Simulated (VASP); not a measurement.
Runs of VASP 6.6.1 on K. The structure is that of space group Pm-3m (No. 221), or close to it. The cells are those of the table. This isn't the form of K at room conditions, which is bcc.

```tsv
cell	gap on the mesh (eV)	pressure (GPa)
a = 4.459 Å, 1 atom	none	-0.3
a = 4.151 Å, 1 atom	none	0.3
a = 4.232 Å, 1 atom	none	0.1
a = 4.529 Å, 1 atom	none	-0.3
a = 4.067 Å, 1 atom	none	(a)
a = 4.310 Å, 1 atom	none	(b)
a = 4.386 Å, 1 atom	none	-0.2
```

Alike in all rows: task single point; level r2SCAN; potentials or basis VASP PAW PBE potentials, release 64 (K_sv); no spin polarisation; k mesh 12 × 12 × 12; cutoff (eV) 520; smearing gaussian 0.15 eV.

Task: Estimate the missing entries.

Result: (a) 0.6; (b) 0.0.

Caveats: the PAW data sets were made with another functional, which shifts forces and pressure a little.

A gap of «none» marks levels without a gap at the run's occupations.
